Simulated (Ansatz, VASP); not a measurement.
Sb in VASP and in Ansatz

```
CELL_PARAMETERS angstrom
0.00000 2.37124 2.37124
2.37124 0.00000 2.37124
2.37124 2.37124 0.00000
ATOMIC_POSITIONS crystal
Sb 0.00000 0.00000 0.00000
```

Alike in both runs: task relaxation of cell and atoms; functional LDA; k mesh 10 × 10 × 10; occupations fermi-dirac, width 0.05 eV; no spin polarisation.

```csv
,VASP,Ansatz
version,VASP 6.6.1,Ansatz 0.2.0
potentials or method,"VASP PAW LDA potentials, release 64 (Sb)",Ansatz PAW
plane-wave cutoff (eV),600,420
valence electrons in the cell,5,15
```

|  | VASP | Ansatz | Ansatz less VASP |
| --- | --- | --- | --- |
| gap on the k mesh at the Fermi level, each at its own relaxed structure (eV) | none | none | - |
| relaxed volume (Å³/atom) | 25.72 | 25.70 | -0.019 |
| relaxed cell length with the largest relative difference (Å) | 3.313 | 3.313 | -0.0008 |

LDA's correlation is that of Perdew and Zunger in VASP and of Perdew and Wang (1992) in Ansatz. A gap of «none» marks a metal or a gap that the smearing closes. VASP's potentials hold 5 valence electrons a cell and Ansatz's 15, so a difference there can come from the potentials and not from the codes.

Neither program's run includes spin-orbit coupling. Noted on Ansatz's run: the plane-wave basis is chosen anew once the cell has moved, so the energies of steps on either side of that aren't comparable.
